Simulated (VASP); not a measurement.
# AgI (P6_3mc) in VASP: notebook, part 2 of 2

VASP 6.6.1. The steps go on from the part before.

**4. Density of states, PBE**

This run uses another cell than the first one, of 34.11 Å³/atom, 1.010 times its volume.

File POSCAR:

```
AgI
1.0
    4.5800015808      0.0000000000      0.0000000000
   -2.2900007904      3.9663977183      0.0000000000
    0.0000000000      0.0000000000      7.5100000000
Ag I
2 2
Direct
    0.3333333333      0.6666666667      0.0000000000
    0.6666666667      0.3333333333      0.5000000000
    0.3333333333      0.6666666667      0.3750000000
    0.6666666667      0.3333333333      0.8750000000
```

File INCAR.step1:

```
SYSTEM = AgI
ALGO = Normal ; EDIFF = 1E-6
ENCUT = 400 ; GGA = PE
GGA_COMPAT = .FALSE. ; ISIF = 2
ISMEAR = -1 ; LASPH = .TRUE.
LCHARG = .TRUE. ; LMAXMIX = 4
LORBIT = 11 ; LREAL = .FALSE.
LWAVE = .FALSE. ; NBANDS = 26
NEDOS = 2001 ; NELM = 120
PREC = Accurate ; SIGMA = 0.01
```

File KPOINTS.step1:

```
k-points
0
G
  8 8 4
  0 0 0
```

File INCAR.step2:

```
SYSTEM = AgI
ALGO = Normal ; EDIFF = 1E-6
ENCUT = 400 ; GGA = PE
GGA_COMPAT = .FALSE. ; ICHARG = 11
ISIF = 2 ; ISMEAR = -5
LASPH = .TRUE. ; LCHARG = .FALSE.
LMAXMIX = 4 ; LORBIT = 11
LREAL = .FALSE. ; LWAVE = .FALSE.
NBANDS = 26 ; NEDOS = 1001
NELM = 120 ; PREC = Accurate
SIGMA = 0.01
```

File KPOINTS.step2:

```
k-points
0
G
  12 12 6
  0 0 0
```

Potentials or basis: VASP PAW PBE potentials, release 64 (Ag, I).

Run with:

```sh
$ cat potpaw_PBE.64/Ag/POTCAR potpaw_PBE.64/I/POTCAR > POTCAR
$ cp INCAR.step1 INCAR
$ cp KPOINTS.step1 KPOINTS
$ mpirun -np 1 vasp_std > vasp.out
$ cp INCAR.step2 INCAR
$ cp KPOINTS.step2 KPOINTS
$ mpirun -np 1 vasp_std > vasp.out
```

OUTCAR:

```text
SYSTEM = AgI
   EDIFF = 1E-6
   ENCUT = 400
   GGA = PE
   ICHARG = 11
   ISIF = 2
   ISMEAR = -5
   LASPH = .TRUE.
   LORBIT = 11
   LREAL = .FALSE.
   NELM = 120
   PREC = Accurate

 ion  position               nearest neighbor table
   1  0.333  0.667  0.000-   4 2.81   4 2.81   4 2.81   3 2.82
   2  0.667  0.333  0.500-   3 2.81   3 2.81   3 2.81   4 2.82
   3  0.333  0.667  0.375-   2 2.81   2 2.81   2 2.81   1 2.82
   4  0.667  0.333  0.875-   1 2.81   1 2.81   1 2.81   2 2.82

  LATTYP: Found a hexagonal cell.
 ALAT       =     4.5800015808
 C/A-ratio  =     1.6397374253

  Lattice vectors:

 A1 = (   4.5800015808,   0.0000000000,   0.0000000000)
 A2 = (  -2.2900007904,   3.9663977183,   0.0000000000)
 A3 = (   0.0000000000,   0.0000000000,   7.5100000000)

Analysis of symmetry for initial positions (statically):
=====================================================================
 Subroutine PRICEL returns:
 Original cell was already a primitive cell.

 Routine SETGRP: Setting up the symmetry group for a
 hexagonal supercell.

[... 178 lines left out ...]
 fundamental gap:      1.3671570129
 Fermi energy:         3.1832207367

 k-point     1 :       0.0000    0.0000    0.0000
  band No.  band energies     occupation
      1      -9.6516      2.00000
      2      -9.3580      2.00000
      3      -1.0477      2.00000
      4      -1.0477      2.00000
      5      -1.0445      2.00000
      6      -0.9831      2.00000
[... 685 lines left out ...]
     25      10.4430      0.00000
     26      11.1497      0.00000

 [... further k-points ...]
[... 5 lines left out ...]
  --------------------------------------------------------------------------------------
  -------------------------------------------------------------------------------------
  Total        1.6087502      1.6087502      1.4881934      0.0000000      0.0000000      0.0000000
  in kB       18.8928454     18.8928454     17.4770507      0.0000000      0.0000000      0.0000000
  external PRESSURE =      18.4209138 kB  Pullay stress =       0.0000000 kB

 VOLUME and BASIS-vectors are now :
 -----------------------------------------------------------------------------
  energy-cutoff  :      400.00
  volume of cell :      136.43
      direct lattice vectors                 reciprocal lattice vectors
     4.580001581  0.000000000  0.000000000     0.218340536  0.126058967  0.000000000
    -2.290000790  3.966397718  0.000000000     0.000000000  0.252117934  0.000000000
     0.000000000  0.000000000  7.510000000     0.000000000  0.000000000  0.133155792

 POSITION                                       TOTAL-FORCE (eV/Angst)
 -----------------------------------------------------------------------------------
     -0.00000      2.64427      0.00000         0.000000      0.000000      0.020230
      2.29000      1.32213      3.75500        -0.000000     -0.000000      0.020230
     -0.00000      2.64427      2.81625         0.000000     -0.000000     -0.020230
      2.29000      1.32213      6.57125        -0.000000     -0.000000     -0.020230
 -----------------------------------------------------------------------------------
    total drift:                               -0.000000     -0.000000      0.000771

  FREE ENERGIE OF THE ION-ELECTRON SYSTEM (eV)
  ---------------------------------------------------
  free  energy   TOTEN  =        -9.5280174183 eV

  energy  without entropy=       -9.5280174183  energy(sigma->0) =       -9.52801742

 total charge

# of ion       s       p       d       tot
------------------------------------------
    1        0.307   0.228   9.296   9.830
    2        0.307   0.228   9.296   9.830
    3        1.498   2.763   0.036   4.297
    4        1.498   2.763   0.036   4.297
--------------------------------------------------
tot          3.609   5.981  18.663  28.254
```

OUTCAR.step1:

```text
SYSTEM = AgI
   EDIFF = 1E-6
   ENCUT = 400
   GGA = PE
   ISIF = 2
   ISMEAR = -1
   LASPH = .TRUE.
   LORBIT = 11
   LREAL = .FALSE.
   NELM = 120
   PREC = Accurate

 ion  position               nearest neighbor table
[... 927 lines left out ...]

  FREE ENERGIE OF THE ION-ELECTRON SYSTEM (eV)
  ---------------------------------------------------
  free  energy   TOTEN  =        -9.5278376326 eV

  energy  without entropy=       -9.5278376326  energy(sigma->0) =       -9.52783763

 total charge

# of ion       s       p       d       tot
------------------------------------------
    1        0.306   0.228   9.296   9.830
    2        0.306   0.228   9.296   9.830
    3        1.498   2.763   0.036   4.297
    4        1.498   2.763   0.036   4.297
--------------------------------------------------
tot          3.609   5.982  18.663  28.254
```

OSZICAR.step1:

```text
N       E                     dE             d eps       ncg     rms          rms(c)
DAV:   1     0.179628078369E+03    0.17963E+03   -0.13559E+04  1560   0.967E+02
DAV:   2    -0.788599761971E+00   -0.18042E+03   -0.17345E+03  1762   0.214E+02
DAV:   3    -0.954383724101E+01   -0.87552E+01   -0.87013E+01  1848   0.468E+01
DAV:   4    -0.970798709105E+01   -0.16415E+00   -0.16406E+00  1968   0.633E+00
DAV:   5    -0.970906282961E+01   -0.10757E-02   -0.10757E-02  1772   0.598E-01    0.771E+00
DAV:   6    -0.952671526788E+01    0.18235E+00   -0.62709E-01  1610   0.859E+00    0.562E+00
DAV:   7    -0.952775933506E+01   -0.10441E-02   -0.15426E-01  1622   0.176E+00    0.193E+00
DAV:   8    -0.952751909020E+01    0.24024E-03   -0.89285E-03  1668   0.861E-01    0.447E-01
DAV:   9    -0.952772727938E+01   -0.20819E-03   -0.24477E-03  1724   0.394E-01    0.907E-02
DAV:  10    -0.952778283408E+01   -0.55555E-04   -0.16428E-04  1738   0.138E-01    0.291E-02
DAV:  11    -0.952783335941E+01   -0.50525E-04   -0.73614E-05  1642   0.501E-02    0.290E-02
DAV:  12    -0.952783465923E+01   -0.12998E-05   -0.25469E-05  1766   0.529E-02    0.102E-02
DAV:  13    -0.952783773193E+01   -0.30727E-05   -0.12116E-05  1584   0.276E-02    0.102E-02
DAV:  14    -0.952783763264E+01    0.99294E-07   -0.91428E-07  1314   0.476E-03
   1 F= -.95278376E+01 E0= -.95278376E+01  d E =-.129540E-10
```

Run time: 3.9 min. Hardware: 1 thread of Intel Xeon 8259CL, shared host; peak memory 0.3 GiB.

What came out:

- Valence electrons inside the program's atomic spheres: Ag 9.83; I 4.30

Levels at points of the mesh, in eV from the valence-band top:
```tsv
k point	band 14	band 15	band 16	band 17	band 18	band 19	band 20	band 21	band 22	band 23
(0.00, 0.00, 0.00)	-0.71	-0.71	-0.08	0.00	0.00	1.37	2.64	5.75	5.75	5.87
(0.50, 0.00, 0.00)	-2.64	-2.22	-1.80	-1.05	-0.73	3.33	3.58	4.79	5.88	6.24
(0.00, 0.00, 0.50)	-1.71	-0.37	-0.37	-0.37	-0.37	2.66	2.66	5.62	5.62	6.05
(0.50, 0.00, 0.50)	-2.83	-1.26	-1.26	-1.26	-1.26	3.25	3.25	4.85	4.85	7.36
```

Caveat: spin-orbit coupling is left out, which moves the levels of the heavy elements.

**5. Summary**

| task | cell | k mesh for the DOS | occupations for the DOS | gap on the mesh (eV) | pressure (GPa) | largest force (eV/Å) |
| --- | --- | --- | --- | --- | --- | --- |
| electric field gradients | a = 4.580, b = 4.580, c = 7.435 Å, angles 90.0, 90.0, 120.0°, 4 atoms | - | - | 1.38 | 2.2 | 0.04 |
| electric field gradients | a = 4.580, b = 4.580, c = 7.510 Å, angles 90.0, 90.0, 120.0°, 4 atoms | - | - | 1.37 | 1.8 | 0.02 |
| density of states | a = 4.580, b = 4.580, c = 7.510 Å, angles 90.0, 90.0, 120.0°, 4 atoms | 12 × 12 × 6 | tetrahedron | - | - | - |

Alike in all rows: level PBE; potentials or basis VASP PAW PBE potentials, release 64 (Ag, I); no spin polarisation; k mesh 8 × 8 × 4; cutoff (eV) 400; smearing fermi-dirac 0.01 eV.

Caveats: spin-orbit coupling is left out, which moves the levels of the heavy elements.

Total energies depend on the potentials used, so only differences within one code and one set of settings carry meaning.
